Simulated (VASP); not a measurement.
A run of VASP 6.6.1 is set up as follows.

File INCAR:

```
SYSTEM = BaTiO3
PREC = Accurate
ENCUT = 520
EDIFF = 1E-6
ISMEAR = -1
SIGMA = 0.03
LREAL = .FALSE.
LASPH = .TRUE.
NELM = 80
ALGO = Normal
ISIF = 2
LWAVE = .FALSE.
LCHARG = .FALSE.
GGA = PS
NBANDS = 28
```

KPOINTS

```
regular mesh
0
G
  7 7 7
  0 0 0
```

The input POSCAR:

```
BaTiO3
1.0
    4.1197940000      0.0000000000      0.0000000000
    0.0000000000      4.1197940000      0.0000000000
    0.0000000000      0.0000000000      4.0180000000
Ba Ti O
1 1 3
Direct
    0.0000000000      0.0000000000      0.0000000000
    0.5000000000      0.5000000000      0.5000000000
    0.5000000000      0.5000000000      0.0000000000
    0.5000000000      0.0000000000      0.5000000000
    0.0000000000      0.5000000000      0.5000000000
```

Potentials or basis: VASP PAW PBE potentials, release 64 (Ba_sv, Ti_sv, O).

Run with:

```console
$ cat potpaw_PBE.64/Ba_sv/POTCAR potpaw_PBE.64/Ti_sv/POTCAR potpaw_PBE.64/O/POTCAR > POTCAR
$ mpirun -np 1 vasp_std > vasp.out
```

What does it give for the band gap on the k mesh?

1.61 eV, indirect (least direct gap 1.73 eV).

What does it give for the pressure?

-11.2 GPa.

Stress tensor (GPa, compression positive):
```
-12.43   0.00   0.00
  0.00 -12.43   0.00
  0.00   0.00  -8.78
```

Caveat: the cell differs from its parent crystal (equal xx and yy strain of +3 %); the PAW data sets were made with another functional, which shifts forces and pressure a little; spin-orbit coupling is left out, which moves the levels of the heavy elements. A k mesh can miss the band edges.
